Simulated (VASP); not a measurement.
CdS (Hawleyite), 2 atoms in the cell. The structure is tetragonal, space group I-4m2 (No. 119). Conventional cell: a = 3.954 Å, b = 3.954 Å, c = 6.280 Å, α = 90.00°, β = 90.00°, γ = 90.00°. Within 3.3 Å of Cd (site symmetry -4m2) lie 4 S at 2.52 Å. S (site symmetry -4m2) has 4 Cd at 2.52 Å within 3.3 Å.  This cell differs from its parent crystal: epitaxial xy strain -4.9%.

- Program: VASP 6.6.1
- Task: single point
- Functional: PBE
- Potentials or basis: VASP PAW PBE potentials, release 64 (Cd, S)
- Cutoff: 520 eV
- k mesh: 4 × 4 × 4
- Occupations: gaussian, width 0.01 eV
- Spin: no spin polarisation
- Dipole correction: no
- Further INCAR settings: ALGO = Normal; EDIFF = 1e-07; NBANDS = 16

Potentials or basis: VASP PAW PBE potentials, release 64 (Cd, S).

The run is started by

```sh
$ cat potpaw_PBE.64/Cd/POTCAR potpaw_PBE.64/S/POTCAR > POTCAR
$ mpirun -np 1 vasp_std > vasp.out
```

Hardware: 1 thread of AMD EPYC 9R45 96-Core Processor (Zen 5), with other jobs on the host.

Task: How long does it take, and how much memory?

Result: It took 9.3 s on 1 thread of AMD EPYC 9R45 96-Core Processor (Zen 5), with other jobs on the host, peak memory 0.14 GiB. Counts: scf iterations 15, k points 13.
